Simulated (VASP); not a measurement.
A run of VASP 6.6.1:

File INCAR:

```
ALGO = Normal
EDIFF = 1E-7
EDIFFG = -0.04
ENCUT = 600
GGA = PE
IBRION = 2
ISIF = 3
ISMEAR = 0
LASPH = True
LCHARG = False
LREAL = False
LWAVE = False
NELM = 80
NSW = 90
PREC = Accurate
SIGMA = 0.1
```

KPOINTS

```
k-points
0
Gamma
  6 6 6
```

The input POSCAR:

```
B2P3
1.0
    5.1048867760      0.0000000000      0.0000000000
   -2.5524433880      4.4209616314      0.0000000000
    0.0000000000      0.0000000000      3.0717174880
B P
2 3
Direct
    0.0000000000      0.0000000000      0.5000000000
    0.0000000000      0.0000000000      0.0000000000
    0.5000000000      0.0000000000      0.5000000000
    0.0000000000      0.5000000000      0.5000000000
    0.5000000000      0.5000000000      0.5000000000
```

Potentials or basis: VASP PAW PBE potentials, release 64 (B, P).

The run is started by

```sh
$ cat potpaw_PBE.64/B/POTCAR potpaw_PBE.64/P/POTCAR > POTCAR
$ mpirun -np 1 vasp_std > vasp.out
```

Hardware: 1 thread of Intel(R) Xeon(R) Platinum 8259CL CPU @ 2.50GHz (Skylake/Cascade Lake), with other jobs on the host.

Problem. Estimate the wall time of this run.

Solution. Wall time 79 s on 1 thread of Intel(R) Xeon(R) Platinum 8259CL CPU @ 2.50GHz (Skylake/Cascade Lake) (shared host), peak memory 0.22 GiB. Counts: scf iterations 29, k points 28, ion steps 3.
